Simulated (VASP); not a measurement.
# In (Pm-3n) in VASP: further runs

The runs below take In through single point, relaxation of cell and atoms, with BLYP.

Everything below comes from runs of VASP 6.6.1. Logs are shortened: lines on timing, memory, paths and dates and some standing lists are left out, and cuts for length are marked.

## (1) The cell of the first run

It takes space group Pm-3n (No. 223, cubic). The conventional cell has a = 6.343 Å, b = 6.343 Å, c = 6.343 Å, α = 90.00°, β = 90.00°, γ = 90.00°. Within 4.7 Å of In (site symmetry m-3) lie 12 In at 3.55 Å. In (site symmetry -4m2) has 14 In at 3.17 to 3.88 Å within 4.2 Å.

## (2) Single point, BLYP

Input file INCAR:

```
SYSTEM = In
  PREC = Accurate
  ENCUT = 520
  EDIFF = 1E-6
  ISMEAR = -1
  SIGMA = 0.1
  LREAL = .FALSE.
  LASPH = .TRUE.
  NELM = 80
  ALGO = Normal
  ISIF = 2
  LWAVE = .FALSE.
  LCHARG = .FALSE.
  GGA = B5
  ALDAX = 1.0
  AGGAX = 1.0
  AGGAC = 1.0
  ALDAC = 0.0
  NBANDS = 62
```

Input file KPOINTS:

```
Automatic mesh
0
G
  5 5 5
  0 0 0
```

Input file POSCAR:

```
In
1.0
    6.3429812514      0.0000000000      0.0000000000
    0.0000000000      6.3429812514      0.0000000000
    0.0000000000      0.0000000000      6.3429812514
In
8
Direct
    0.0000000000      0.0000000000      1.0000000000
    0.5000000000      0.5000000000      0.5000000000
    0.2500000000      1.0000000000      0.5000000000
    0.7500000000      1.0000000000      0.5000000000
    0.5000000000      0.2500000000      1.0000000000
    0.5000000000      0.7500000000      0.0000000000
    1.0000000000      0.5000000000      0.2500000000
    1.0000000000      0.5000000000      0.7500000000
```

Potentials or basis: VASP PAW PBE potentials, release 64 (In_d).

Command:

```bash
cat potpaw_PBE.64/In_d/POTCAR > POTCAR
mpirun -np 1 vasp_std > vasp.out
```

OUTCAR:

```text
SYSTEM = In
   PREC = Accurate
   ENCUT = 520
   EDIFF = 1E-6
   ISMEAR = -1
   LREAL = .FALSE.
   LASPH = .TRUE.
   NELM = 80
   ISIF = 2
   GGA = B5

 ion  position               nearest neighbor table
   1  0.000  0.000  0.000-   3 3.55   4 3.55   5 3.55   6 3.55   7 3.55   8 3.55   3 3.55   4 3.55
                             7 3.55   8 3.55   5 3.55   6 3.55
   2  0.500  0.500  0.500-   3 3.55   4 3.55   5 3.55   6 3.55   7 3.55   8 3.55   5 3.55   6 3.55
                             3 3.55   4 3.55   7 3.55   8 3.55
   3  0.250  0.000  0.500-   4 3.17   4 3.17   1 3.55   1 3.55   2 3.55   2 3.55   5 3.88   6 3.88
                             6 3.88   5 3.88   8 3.88   7 3.88   8 3.88   7 3.88
   4  0.750  0.000  0.500-   3 3.17   3 3.17   1 3.55   1 3.55   2 3.55   2 3.55   5 3.88   6 3.88
                             6 3.88   5 3.88   8 3.88   7 3.88   8 3.88   7 3.88
   5  0.500  0.250  0.000-   6 3.17   6 3.17   1 3.55   2 3.55   2 3.55   1 3.55   3 3.88   4 3.88
                             3 3.88   4 3.88   8 3.88   7 3.88   7 3.88   8 3.88
   6  0.500  0.750  0.000-   5 3.17   5 3.17   1 3.55   2 3.55   2 3.55   1 3.55   3 3.88   4 3.88
                             3 3.88   4 3.88   8 3.88   7 3.88   7 3.88   8 3.88
   7  0.000  0.500  0.250-   8 3.17   8 3.17   1 3.55   2 3.55   1 3.55   2 3.55   3 3.88   4 3.88
                             5 3.88   3 3.88   4 3.88   6 3.88   5 3.88   6 3.88
   8  0.000  0.500  0.750-   7 3.17   7 3.17   1 3.55   2 3.55   1 3.55   2 3.55   3 3.88   4 3.88
                             5 3.88   3 3.88   4 3.88   6 3.88   5 3.88   6 3.88

  LATTYP: Found a simple cubic cell.
 ALAT       =     6.3429812514

  Lattice vectors:

 A1 = (   6.3429812514,   0.0000000000,   0.0000000000)
 A2 = (   0.0000000000,   6.3429812514,   0.0000000000)
 A3 = (   0.0000000000,   0.0000000000,   6.3429812514)

Analysis of symmetry for initial positions (statically):
=====================================================================
 Subroutine PRICEL returns:
 Original cell was already a primitive cell.

 Routine SETGRP: Setting up the symmetry group for a
 simple cubic supercell.

 Subroutine GETGRP returns: Found 48 space group operations
 (whereof 24 operations were pure point group operations)
 out of a pool of 48 trial point group operations.

The static configuration has the point symmetry T_h .
 The point group associated with its full space group is O_h .

Analysis of symmetry for dynamics (positions and initial velocities):
=====================================================================
 Subroutine PRICEL returns:
 Original cell was already a primitive cell.

 Routine SETGRP: Setting up the symmetry group for a
 simple cubic supercell.

 Subroutine GETGRP returns: Found 48 space group operations
 (whereof 24 operations were pure point group operations)
 out of a pool of 48 trial point group operations.

The dynamic configuration has the point symmetry T_h .
 The point group associated with its full space group is O_h .

 Subroutine INISYM returns: Found 48 space group operations
 (whereof 24 operations are pure point group operations),
 and found     1 'primitive' translations

----------------------------------------------------------------------------------------

                                     Primitive cell

  volume of cell :     255.1998

  direct lattice vectors                    reciprocal lattice vectors
     6.342981251  0.000000000  0.000000000     0.157654573  0.000000000  0.000000000
     0.000000000  6.342981251  0.000000000     0.000000000  0.157654573  0.000000000
     0.000000000  0.000000000  6.342981251     0.000000000  0.000000000  0.157654573

  length of vectors
     6.342981251  6.342981251  6.342981251     0.157654573  0.157654573  0.157654573

  position of ions in fractional coordinates (direct lattice)
     0.000000000  0.000000000  0.000000000
     0.500000000  0.500000000  0.500000000
     0.250000000  0.000000000  0.500000000
     0.750000000  0.000000000  0.500000000
     0.500000000  0.250000000  0.000000000
     0.500000000  0.750000000  0.000000000
     0.000000000  0.500000000  0.250000000
     0.000000000  0.500000000  0.750000000

  ion indices of the primitive-cell ions
   primitive index   ion index
                 1           1
                 2           2
                 3           3
                 4           4
                 5           5
                 6           6
                 7           7
                 8           8

----------------------------------------------------------------------------------------

 KPOINTS: Automatic mesh

Automatic generation of k-mesh.
 Grid dimensions read from file:
 generate k-points for:    5    5    5

 Generating k-lattice:

  Cartesian coordinates                     Fractional coordinates (reciprocal lattice)
     0.031530915  0.000000000  0.000000000     0.200000000  0.000000000  0.000000000
     0.000000000  0.031530915  0.000000000     0.000000000  0.200000000  0.000000000
     0.000000000  0.000000000  0.031530915     0.000000000  0.000000000  0.200000000

  Length of vectors
     0.031530915  0.031530915  0.031530915

  Shift w.r.t. Gamma in fractional coordinates (k-lattice)
     0.000000000  0.000000000  0.000000000

 Subroutine IBZKPT returns following result:
 ===========================================

 Found     10 irreducible k-points:

 Following reciprocal coordinates:
            Coordinates               Weight
  0.000000  0.000000  0.000000      1.000000
  0.200000  0.000000  0.000000      6.000000
  0.400000  0.000000  0.000000      6.000000
  0.200000  0.200000  0.000000     12.000000
  0.400000  0.200000  0.000000     24.000000
  0.400000  0.400000  0.000000     12.000000
  0.200000  0.200000  0.200000      8.000000
  0.400000  0.200000  0.200000     24.000000
  0.400000  0.400000  0.200000     24.000000
  0.400000  0.400000  0.400000      8.000000
   k-points           NKPTS =     10   k-points in BZ     NKDIM =     10   number of bands    NBANDS=     62
   number of dos      NEDOS =    301   number of ions     NIONS =      8
   total plane-waves  NPLWV = 110592
   dimension x,y,z NGX =    48 NGY =   48 NGZ =   48
   dimension x,y,z NGXF=    96 NGYF=   96 NGZF=   96
   ions per type =               8
   NGX,Y,Z   is equivalent  to a cutoff of  12.58, 12.58, 12.58 a.u.
   NGXF,Y,Z  is equivalent  to a cutoff of  25.16, 25.16, 25.16 a.u.
 SYSTEM =  In
   PREC   = accura    normal or accurate (medium, high low for compatibility)
   ISTART =      0    job   : 0-new  1-cont  2-samecut
   ICHARG =      2    charge: 1-file 2-atom 10-const
   ISPIN  =      1    spin polarized calculation?
   LNONCOLLINEAR =      F non collinear calculations
   LSORBIT =      F    spin-orbit coupling
   LASPH  =      T    aspherical Exc in radial PAW
   ENCUT  =  520.0 eV  38.22 Ry    6.18 a.u.  11.79 11.79 11.79*2*pi/ulx,y,z
   NELM   =     80;   NELMIN=  2; NELMDL= -5     # of ELM steps
   EDIFF  = 0.1E-05   stopping-criterion for ELM
   LREAL  =      F    real-space projection
   EDIFFG = 0.1E-04   stopping-criterion for IOM
   NSW    =      0    number of steps for IOM
   IBRION =     -1    ionic relax: 0-MD 1-quasi-New 2-CG
   NFREE  =      0    steps in history (QN), initial steepest desc. (CG)
   ISIF   =      2    stress and relaxation
   ISYM   =      2    0-nonsym 1-usesym 2-fastsym
   POTIM  = 0.5000    time-step for ionic-motion
   TEBEG  =    0.0;   TEEND  =   0.0 temperature during run
   PSTRESS=    0.0 pullay stress
   NELECT =     104.0000    total number of electrons
   NUPDOWN=      -1.0000    fix difference up-down
   EMIN   =  10.00;   EMAX   =-10.00  energy-range for DOS
   EFERMI =   0.00;   METHOD = LEGACY
   ISMEAR =    -1;   SIGMA  =   0.10  broadening in eV -4-tet -1-fermi 0-gaus
   EFERMI_NEDOS =   21; number of points for ismear=-14 and -15
   IALGO  =     38    algorithm
   IMIX   =      4    mixing-type and parameters
     AMIX     =   0.40;   BMIX     =  1.00
     AMIX_MAG =   1.60;   BMIX_MAG =  1.00
  volume/ion in A,a.u.               =      31.90       215.27
  Fermi-wavevector in a.u.,A,eV,Ry     =   1.213741  2.293637 20.043641  1.473166
  Thomas-Fermi vector in A             =   2.349183
   LORBIT       =      0    0 simple, 1 ext, 2 COOP (PROOUT), +10 PAW based schemes
   GGA     = B5    functional components
   LHFCALC =     F    Hartree Fock is set to
   AEXX    =    0.0000 exact exchange contribution
   IVDW    =     0    specifies the selected vdW correction
   LEPSILON=     F    determine dielectric tensor
   LRPA    =     F    only Hartree local field effects (RPA)
 non-spin polarized calculation
  energy-cutoff  :      520.00
  volume of cell :      255.20
 maximum number of plane-waves:      6931
 NGX is ok and might be reduce to    48
   NGX = 23   NGY = 23   NGZ = 23

 number of electron     104.0000133 magnetization

 Free energy of the ion-electron system (eV)
  ---------------------------------------------------
  ext. energy  EPLUGINS =         0.00000000
  ---------------------------------------------------
  free energy    TOTEN  =       -14.84385280 eV

  energy without entropy =      -14.71282456  energy(sigma->0) =      -14.77833868

 E-fermi :   6.0403     XC(G=0):  -8.7617

 val. band max:        5.9798772363   @ k =   0.2000   0.0000   0.0000
 cond. band min:       6.1114060330   @ k =   0.2000   0.2000   0.2000
 fundamental gap:      0.1315287967
 Fermi energy:         6.0402917658

 k-point     1 :       0.0000    0.0000    0.0000
  band No.  band energies     occupation
      1      -8.7970      2.00000
      2      -8.7903      2.00000
      3      -8.7903      2.00000
      4      -8.6666      2.00000
      5      -8.6666      2.00000
      6      -8.6666      2.00000
[... 54 lines left out ...]
     61       9.8012      0.00000
     62       9.8012      0.00000

 k-point     2 :       0.2000    0.0000    0.0000
  band No.  band energies     occupation
      1      -8.7940      2.00000
      2      -8.7900      2.00000
      3      -8.7502      2.00000
      4      -8.6776      2.00000
      5      -8.6580      2.00000
      6      -8.6580      2.00000
[... 519 lines left out ...]
      6      -8.6288      2.00000
[... 54 lines left out ...]
     61       8.9127      0.00000
     62       9.3853      0.00000

------------------------ aborting loop because EDIFF is reached ----------------------------------------

  FORCE on cell =-STRESS in cart. coord.  units (eV):
  Direction    XX          YY          ZZ          XY          YZ          ZX
  --------------------------------------------------------------------------------------
  -------------------------------------------------------------------------------------
  Total       -0.0800448     -0.0800448     -0.0800448      0.0000000      0.0000000      0.0000000
  in kB       -0.5025319     -0.5025319     -0.5025319      0.0000000      0.0000000      0.0000000
  external PRESSURE =      -0.5025319 kB  Pullay stress =       0.0000000 kB

 VOLUME and BASIS-vectors are now :
 -----------------------------------------------------------------------------
  energy-cutoff  :      520.00
  volume of cell :      255.20
      direct lattice vectors                 reciprocal lattice vectors
     6.342981251  0.000000000  0.000000000     0.157654573  0.000000000  0.000000000
     0.000000000  6.342981251  0.000000000     0.000000000  0.157654573  0.000000000
     0.000000000  0.000000000  6.342981251     0.000000000  0.000000000  0.157654573

 POSITION                                       TOTAL-FORCE (eV/Angst)
 -----------------------------------------------------------------------------------
      0.00000      0.00000      0.00000         0.000000      0.000000      0.000000
      3.17149      3.17149      3.17149         0.000000      0.000000      0.000000
      1.58575      0.00000      3.17149        -0.000000     -0.000000     -0.000000
      4.75724      0.00000      3.17149         0.000000      0.000000     -0.000000
      3.17149      1.58575      0.00000        -0.000000      0.000000     -0.000000
      3.17149      4.75724      0.00000         0.000000      0.000000      0.000000
      0.00000      3.17149      1.58575        -0.000000      0.000000     -0.000000
      0.00000      3.17149      4.75724        -0.000000      0.000000      0.000000
 -----------------------------------------------------------------------------------
    total drift:                                0.000000     -0.000000      0.000000

  FREE ENERGIE OF THE ION-ELECTRON SYSTEM (eV)
  ---------------------------------------------------
  free  energy   TOTEN  =       -14.8438528009 eV

  energy  without entropy=      -14.7128245629  energy(sigma->0) =      -14.77833868
```

It took 4.2 min on 1 thread of AMD EPYC 7R13, shared host; peak memory 0.33 GiB.

What came out:

| Quantity | Value |
| --- | --- |
| Free energy | -14.8439 eV |
| Pressure | -0.1 GPa |
| Band gap on the k mesh | zero (bands 52 and 53 overlap by 2.05 eV) |

Caveat: the PAW data sets were made with another functional, which shifts forces and pressure a little; spin-orbit coupling is left out, which moves the levels of the heavy elements.

(Part 1 of 2 ends here.)
